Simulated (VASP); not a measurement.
# ZnS (Imm2) in VASP: single point with PBE

Aim: the single point of ZnS with PBE.

Program: VASP 6.6.1. These are calculated values, not measurements. Logs are shortened: lines on timing, memory, paths and dates and some standing lists are left out, and cuts for length are marked.

## 1. The cell of the first run

It takes space group Imm2 (No. 44, orthorhombic). Conventional cell: a = 3.853 Å, b = 3.964 Å, c = 5.347 Å, α = 90.00°, β = 90.00°, γ = 90.00°. Within 3.1 Å of Zn (site symmetry mm2) lie 4 S at 2.36 to 2.38 Å. S (site symmetry mm2) has 4 Zn at 2.36 to 2.38 Å within 3.1 Å.

## 2. Single point, PBE (uniaxial strain along a: +3.0 %, then relaxed in part)

File INCAR:

```
PREC = Accurate
ENCUT = 520
EDIFF = 1E-6
ISMEAR = 0
SIGMA = 0.02
LREAL = False
LASPH = True
NELM = 80
ALGO = Normal
ISIF = 2
LWAVE = False
LCHARG = False
GGA = PE
NBANDS = 26
```

File KPOINTS:

```
Automatic mesh
0
Gamma
  8 8 6
```

File POSCAR:

```
ZnS
1.0
    2.8027890438      2.8027890438      0.0000000000
   -2.7243389765      2.7243389765      0.0000000000
    0.0000000000      0.0000000000      5.3467286309
Zn S
2 2
Direct
    0.0000000000      0.0000000000     -0.0022874807
    0.5000000000      0.5000000000      0.4977125193
    0.5000000000      0.0000000000      0.7522874807
    0.0000000000      0.5000000000      0.2522874807
```

Potentials or basis: VASP PAW PBE potentials, release 64 (Zn, S).

The run is started by

```sh
> cat potpaw_PBE.64/Zn/POTCAR potpaw_PBE.64/S/POTCAR > POTCAR
> mpirun -np 1 vasp_std > vasp.out
```

OUTCAR:

```text
PREC = Accurate
   ENCUT = 520
   EDIFF = 1E-6
   ISMEAR = 0
   LREAL = False
   LASPH = True
   NELM = 80
   ISIF = 2
   GGA = PE

 ion  position               nearest neighbor table
   1  0.000  0.000  0.998-   4 2.36   4 2.36   3 2.38   3 2.38
   2  0.500  0.500  0.498-   3 2.36   3 2.36   4 2.38   4 2.38
   3  0.500  0.000  0.752-   2 2.36   2 2.36   1 2.38   1 2.38
   4  0.000  0.500  0.252-   1 2.36   1 2.36   2 2.38   2 2.38

  LATTYP: Found a simple orthorhombic cell.
 ALAT       =     3.8527971291
 B/A-ratio  =     1.0287960008
 C/A-ratio  =     1.3877524437

  Lattice vectors:

 A1 = (   2.7243389765,  -2.7243389765,   0.0000000000)
 A2 = (   2.8027890438,   2.8027890438,   0.0000000000)
 A3 = (   0.0000000000,   0.0000000000,   5.3467286309)

Analysis of symmetry for initial positions (statically):
=====================================================================
 Subroutine PRICEL returns following result:

  LATTYP: Found a body centered orthorhombic cell.
 ALAT       =     3.8527971291
 B/A-ratio  =     1.0287960008
 C/A-ratio  =     1.3877524437

  Lattice vectors:

 A1 = (  -2.7635640102,  -0.0392250336,  -2.6733643155)
 A2 = (   2.7635640102,   0.0392250336,  -2.6733643154)
 A3 = (  -0.0392250337,  -2.7635640101,   2.6733643154)

   2 primitive cells build up your supercell.

 Routine SETGRP: Setting up the symmetry group for a
 simple orthorhombic supercell.

 Subroutine GETGRP returns: Found  4 space group operations
 (whereof  4 operations were pure point group operations)
 out of a pool of  8 trial point group operations.

The static configuration has the point symmetry C_2v.

Analysis of symmetry for dynamics (positions and initial velocities):
=====================================================================
 Subroutine PRICEL returns following result:

  LATTYP: Found a body centered orthorhombic cell.
 ALAT       =     3.8527971291
 B/A-ratio  =     1.0287960008
 C/A-ratio  =     1.3877524437

  Lattice vectors:

 A1 = (  -2.7635640102,  -0.0392250336,  -2.6733643155)
 A2 = (   2.7635640102,   0.0392250336,  -2.6733643154)
 A3 = (  -0.0392250337,  -2.7635640101,   2.6733643154)

   2 primitive cells build up your supercell.

 Routine SETGRP: Setting up the symmetry group for a
 simple orthorhombic supercell.

 Subroutine GETGRP returns: Found  4 space group operations
 (whereof  4 operations were pure point group operations)
 out of a pool of  8 trial point group operations.

The dynamic configuration has the point symmetry C_2v.

 Subroutine INISYM returns: Found  4 space group operations
 (whereof  4 operations are pure point group operations),
 and found     2 'primitive' translations

----------------------------------------------------------------------------------------

                                     Primitive cell

  volume of cell :      40.8263

  direct lattice vectors                    reciprocal lattice vectors
    -2.763564010 -0.039225034 -2.673364315    -0.178393733 -0.178393733 -0.187030251
     2.763564010  0.039225034 -2.673364315     0.183530759 -0.183530759 -0.187030251
    -0.039225034 -2.763564010  2.673364315     0.005137026 -0.361924492  0.000000000

  length of vectors
     3.845217992  3.845217992  3.845217992     0.314052484  0.319917792  0.361960947

  position of ions in fractional coordinates (direct lattice)
     0.002287481  0.002287481  0.000000000
     0.747712519  0.247712519  0.500000000

  ion indices of the primitive-cell ions
   primitive index   ion index
                 1           1
                 2           3

----------------------------------------------------------------------------------------

 KPOINTS: Automatic mesh

Automatic generation of k-mesh.
 Grid dimensions read from file:
 generate k-points for:    8    8    6

 Generating k-lattice:

  Cartesian coordinates                     Fractional coordinates (reciprocal lattice)
     0.022299217  0.022299217  0.000000000     0.125000000  0.000000000  0.000000000
    -0.022941345  0.022941345  0.000000000     0.000000000  0.125000000  0.000000000
     0.000000000  0.000000000  0.031171709     0.000000000  0.000000000  0.166666667

  Length of vectors
     0.031535855  0.032443961  0.031171709

  Shift w.r.t. Gamma in fractional coordinates (k-lattice)
     0.000000000  0.000000000  0.000000000

 Subroutine IBZKPT returns following result:
 ===========================================

 Found    100 irreducible k-points:

 Following reciprocal coordinates:
            Coordinates               Weight
  0.000000  0.000000  0.000000      1.000000
  0.125000  0.000000  0.000000      2.000000
  0.250000  0.000000  0.000000      2.000000
  0.375000  0.000000  0.000000      2.000000
  0.500000  0.000000  0.000000      1.000000
  0.000000  0.125000  0.000000      2.000000
[... 16 lines left out ...]
  0.250000  0.500000  0.000000      2.000000
  0.375000  0.500000  0.000000      2.000000
 [... further k-points ...]
   k-points           NKPTS =    100   k-points in BZ     NKDIM =    100   number of bands    NBANDS=     26
   number of dos      NEDOS =    301   number of ions     NIONS =      4
   total plane-waves  NPLWV =  36000
   dimension x,y,z NGX =    30 NGY =   30 NGZ =   40
   dimension x,y,z NGXF=    60 NGYF=   60 NGZF=   80
   ions per type =               2   2
   NGX,Y,Z   is equivalent  to a cutoff of  12.58, 12.94, 12.44 a.u.
   NGXF,Y,Z  is equivalent  to a cutoff of  25.16, 25.89, 24.87 a.u.
 SYSTEM =  unknown system
   PREC   = accura    normal or accurate (medium, high low for compatibility)
   ISTART =      0    job   : 0-new  1-cont  2-samecut
   ICHARG =      2    charge: 1-file 2-atom 10-const
   ISPIN  =      1    spin polarized calculation?
   LNONCOLLINEAR =      F non collinear calculations
   LSORBIT =      F    spin-orbit coupling
   LASPH  =      T    aspherical Exc in radial PAW
   ENCUT  =  520.0 eV  38.22 Ry    6.18 a.u.   7.37  7.16  9.94*2*pi/ulx,y,z
   NELM   =     80;   NELMIN=  2; NELMDL= -5     # of ELM steps
   EDIFF  = 0.1E-05   stopping-criterion for ELM
   LREAL  =      F    real-space projection
   EDIFFG = 0.1E-04   stopping-criterion for IOM
   NSW    =      0    number of steps for IOM
   IBRION =     -1    ionic relax: 0-MD 1-quasi-New 2-CG
   NFREE  =      0    steps in history (QN), initial steepest desc. (CG)
   ISIF   =      2    stress and relaxation
   ISYM   =      2    0-nonsym 1-usesym 2-fastsym
   POTIM  = 0.5000    time-step for ionic-motion
   TEBEG  =    0.0;   TEEND  =   0.0 temperature during run
   PSTRESS=    0.0 pullay stress
   NELECT =      36.0000    total number of electrons
   NUPDOWN=      -1.0000    fix difference up-down
   EMIN   =  10.00;   EMAX   =-10.00  energy-range for DOS
   EFERMI =   0.00;   METHOD = LEGACY
   ISMEAR =     0;   SIGMA  =   0.02  broadening in eV -4-tet -1-fermi 0-gaus
   EFERMI_NEDOS =   21; number of points for ismear=-14 and -15
   IALGO  =     38    algorithm
   IMIX   =      4    mixing-type and parameters
     AMIX     =   0.40;   BMIX     =  1.00
     AMIX_MAG =   1.60;   BMIX_MAG =  1.00
  volume/ion in A,a.u.               =      20.41       137.75
  Fermi-wavevector in a.u.,A,eV,Ry     =   1.246003  2.354604 21.123365  1.552524
  Thomas-Fermi vector in A             =   2.380200
   LORBIT       =      0    0 simple, 1 ext, 2 COOP (PROOUT), +10 PAW based schemes
   GGA     = PE    functional components
   LHFCALC =     F    Hartree Fock is set to
   AEXX    =    0.0000 exact exchange contribution
   IVDW    =     0    specifies the selected vdW correction
   LEPSILON=     F    determine dielectric tensor
   LRPA    =     F    only Hartree local field effects (RPA)
 non-spin polarized calculation
 Gauss-broadening in eV      SIGMA  =   0.02
  energy-cutoff  :      520.00
  volume of cell :       81.65
 maximum number of plane-waves:      2220
 NGX is ok and might be reduce to    30
   NGX = 15   NGY = 15   NGZ = 19

 number of electron      36.0000001 magnetization

 Free energy of the ion-electron system (eV)
  ---------------------------------------------------
  ext. energy  EPLUGINS =         0.00000000
  ---------------------------------------------------
  free energy    TOTEN  =       -13.68718781 eV

  energy without entropy =      -13.68718781  energy(sigma->0) =      -13.68718781

 E-fermi :   1.9939     XC(G=0):  -9.4718

 val. band max:        1.8571174381   @ k =   0.0000   0.0000   0.0000
 cond. band min:       3.7455272808   @ k =   0.0000   0.0000   0.0000
 fundamental gap:      1.8884098427
 Fermi energy:         1.9939128776

 k-point     1 :       0.0000    0.0000    0.0000
  band No.  band energies     occupation
      1     -11.1107      2.00000
      2      -9.9208      2.00000
      3      -4.4229      2.00000
      4      -4.4147      2.00000
      5      -4.4111      2.00000
      6      -4.4016      2.00000
[... 18 lines left out ...]
     25      12.7694      0.00000
     26      13.2614      0.00000

 k-point     2 :       0.1250    0.0000    0.0000
  band No.  band energies     occupation
      1     -11.0406      2.00000
      2      -9.9285      2.00000
      3      -4.4221      2.00000
      4      -4.4044      2.00000
      5      -4.3838      2.00000
      6      -4.3771      2.00000
[... 18 lines left out ...]
     25      12.1081      0.00000
     26      12.6926      0.00000

 k-point     3 :       0.2500    0.0000    0.0000
  band No.  band energies     occupation
      1     -10.8460      2.00000
      2      -9.9698      2.00000
      3      -4.4001      2.00000
      4      -4.3754      2.00000
      5      -4.3440      2.00000
      6      -4.3168      2.00000
[... 18 lines left out ...]
     25      11.2508      0.00000
     26      11.5052      0.00000

 k-point     4 :       0.3750    0.0000    0.0000
  band No.  band energies     occupation
      1     -10.5736      2.00000
      2     -10.0846      2.00000
      3      -4.3323      2.00000
      4      -4.3172      2.00000
      5      -4.3026      2.00000
      6      -4.2878      2.00000
[... 18 lines left out ...]
     25      10.3432      0.00000
     26      10.4924      0.00000
[... 496 lines left out ...]
      1     -10.2091      2.00000
      2     -10.2091      2.00000
      3      -4.2985      2.00000
      4      -4.2985      2.00000
      5      -4.2655      2.00000
      6      -4.2655      2.00000
[... 18 lines left out ...]
     25      10.8213      0.00000
     26      10.8213      0.00000

 k-point    23 :       0.2500    0.5000    0.0000
  band No.  band energies     occupation
      1     -10.1137      2.00000
      2     -10.1137      2.00000
      3      -4.3521      2.00000
      4      -4.3521      2.00000
      5      -4.2066      2.00000
      6      -4.2066      2.00000
[... 18 lines left out ...]
     25      12.1973      0.00000
     26      12.2025      0.00000

 k-point    24 :       0.3750    0.5000    0.0000
  band No.  band energies     occupation
      1     -10.0130      2.00000
      2     -10.0130      2.00000
      3      -4.3968      2.00000
      4      -4.3968      2.00000
      5      -4.1429      2.00000
      6      -4.1429      2.00000
[... 18 lines left out ...]
     25      12.9358      0.00000
     26      12.9427      0.00000

 [... further k-points ...]
[... 5 lines left out ...]
  --------------------------------------------------------------------------------------
  -------------------------------------------------------------------------------------
  Total       -0.5794288     -0.5794288      0.0642322     -0.6462066      0.0000000      0.0000000
  in kB      -11.3694899    -11.3694899      1.2603568    -12.6797968      0.0000000      0.0000000
  external PRESSURE =      -7.1595410 kB  Pullay stress =       0.0000000 kB

 VOLUME and BASIS-vectors are now :
 -----------------------------------------------------------------------------
  energy-cutoff  :      520.00
  volume of cell :       81.65
      direct lattice vectors                 reciprocal lattice vectors
     2.802789044  2.802789044  0.000000000     0.178393733  0.178393733  0.000000000
    -2.724338976  2.724338976  0.000000000    -0.183530759  0.183530759  0.000000000
     0.000000000  0.000000000  5.346728631     0.000000000  0.000000000  0.187030251

 POSITION                                       TOTAL-FORCE (eV/Angst)
 -----------------------------------------------------------------------------------
      0.00000      0.00000      5.33450        -0.000000      0.000000     -0.000267
      0.03923      2.76356      2.66113         0.000000     -0.000000     -0.000267
      1.40139      1.40139      4.02228        -0.000000     -0.000000      0.000267
     -1.36217      1.36217      1.34891        -0.000000      0.000000      0.000267
 -----------------------------------------------------------------------------------
    total drift:                                0.000000     -0.000000      0.003791

  FREE ENERGIE OF THE ION-ELECTRON SYSTEM (eV)
  ---------------------------------------------------
  free  energy   TOTEN  =       -13.6871878148 eV

  energy  without entropy=      -13.6871878148  energy(sigma->0) =      -13.68718781
```

Wall time 3.7 min (1 thread of AMD EPYC 7R43 (Zen 3), shared host); peak memory 0.26 GiB.

What came out:

| Property | Result |
| --- | --- |
| Free energy | -13.6872 eV |
| Pressure | -0.7 GPa |
| Band gap on the k mesh | 1.89 eV |

Stress tensor (GPa, compression positive):
```
-1.14 -1.27  0.00
-1.27 -1.14  0.00
 0.00  0.00  0.13
```

Caveat: the cell differs from its parent crystal (uniaxial strain along a: +3.0 %, then relaxed in part).
